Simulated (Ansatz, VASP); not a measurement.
**TaC in VASP and in Ansatz**

The input INCAR:

```
ALGO = Normal
EDIFF = 1E-6
ENCUT = 600
GGA = PE
GGA_COMPAT = False
ISIF = 2
ISMEAR = 0
LASPH = True
LCHARG = True
LELF = True
LREAL = False
LVHAR = True
LWAVE = False
NBANDS = 14
NELM = 120
PREC = Accurate
SIGMA = 0.05
```

Contents of KPOINTS:

```
k-points
0
Gamma
  10 10 10
```

File POSCAR:

```
TaC
1.0
    0.0000000000      2.2269985830      2.2269985830
    2.2269985830      0.0000000000      2.2269985830
    2.2269985830      2.2269985830      0.0000000000
Ta C
1 1
Direct
    0.0000000000      0.0000000000      0.0000000000
    0.5000000000      0.5000000000      0.5000000000
```

Input for Ansatz:

```yaml
crystal:
  lattice:
    - [0.0, 2.226998583, 2.226998583]
    - [2.226998583, 0.0, 2.226998583]
    - [2.226998583, 2.226998583, 0.0]
  atoms:
    - { symbol: Ta, position: [0.0, 0.0, 0.0] }
    - { symbol: C, position: [0.5, 0.5, 0.5] }
basis:
  ecutwfc: 420
  ecutrho_ratio: 4
kpoints:
  mp_grid: { grid: [10, 10, 10] }
hamiltonian:
  xc: pbe
scf:
  occupations: { method: gaussian, width: 0.05 }
output:
  forces: true
  stress: true
  eigenvalues: true
```

Alike in both runs: task single point; functional PBE; k mesh 10 × 10 × 10; occupations gaussian, width 0.05 eV; no spin polarisation.

```csv
,VASP,Ansatz
version,VASP 6.6.1,Ansatz 0.2.0
potentials or method,"VASP PAW PBE potentials, release 64 (Ta_pv, C), cutoff 600 eV","scalar-relativistic, plane waves, PAW"
valence electrons in the cell,15,17
```

|  | VASP | Ansatz | Ansatz less VASP |
| --- | --- | --- | --- |
| gap on the k mesh at the Fermi level (eV) | none | none | - |
| pressure (GPa) | 5.3 | 4.7 | -0.61 |

A gap of «none» marks a metal or a gap that the smearing closes. With one functional, cell and mesh, what is left measures potentials, basis and numerics. VASP's potentials hold 15 valence electrons a cell and Ansatz's 17, so a difference there can come from the potentials and not from the codes.

Neither program's run includes spin-orbit coupling.
